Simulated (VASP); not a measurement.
Runs of VASP 6.6.1 on Pd. The structure is that of space group Fm-3m (No. 225), or close to it. The cells are those of the table. 

| cell | gap on the mesh (eV) | pressure (GPa) |
| --- | --- | --- |
| a = 2.648, b = 2.648, c = 2.682 Å, angles 59.6, 59.6, 60.9°, 1 atom | none | 36.0 |
| a = 2.785, b = 2.785, c = 2.819 Å, angles 59.6, 59.6, 60.8°, 1 atom | none | (b) |
| a = 2.854, b = 2.854, c = 2.819 Å, angles 60.4, 60.4, 59.2°, 1 atom | none | -7.8 |
| a = 2.819 Å, angles 60.0°, 1 atom | none | (a) |
| a = 2.787, b = 2.787, c = 2.682 Å, angles 61.2, 61.2, 57.5°, 1 atom | none | 8.8 |

Alike in all rows: task single point; level PBE; potentials or basis VASP PAW PBE potentials, release 64 (Pd); no spin polarisation; k mesh 8 × 8 × 8; cutoff (eV) 520; smearing gaussian 0.15 eV.

Problem. Estimate the missing entries.

Solution. (a) -4.7; (b) -1.0.

Caveats: some runs use coarse meshes.

A k mesh can miss the band edges, and the runs leave out spin-orbit coupling on Pd.

A gap of «none» marks levels without a gap at the run's occupations.
